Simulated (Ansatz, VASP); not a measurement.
## One calculation of KBaI3, two programs

```xyz
5
Lattice="6.7192 0.0000 0.0000 0.0000 6.7192 0.0000 0.0000 0.0000 6.7192" Properties=species:S:1:pos:R:3 pbc="T T T"
K     0.0000    0.0000    0.0000
Ba    3.3596    3.3596    3.3596
I     3.3596    3.3596    0.0000
I     3.3596    0.0000    3.3596
I     0.0000    3.3596    3.3596
```

Alike in both runs: task single point; functional PBE; k mesh 4 × 4 × 4; occupations methfessel-paxton of order 1, width 0.2 eV; no spin polarisation.

|  | VASP | Ansatz |
| --- | --- | --- |
| version | VASP 6.6.1 | Ansatz 0.2.0 |
| potentials or method | VASP PAW PBE potentials, release 64 (K_sv, Ba_sv, I) | plane waves |
| plane-wave cutoff (eV) | 520 | 420 |
| valence electrons in the cell | 40 | 70 |

|  | VASP | Ansatz | Ansatz less VASP |
| --- | --- | --- | --- |
| gap on the k mesh at the Fermi level (eV) | 3.09 | 3.10 | +0.002 |
| pressure (GPa) | 0.2 | 0.1 | -0.13 |

The functional is the same, so the differences come from potentials, cutoffs and numerics. VASP's potentials hold 40 valence electrons a cell and Ansatz's 70, so a difference there can come from the potentials and not from the codes.

Spin-orbit coupling is off throughout.
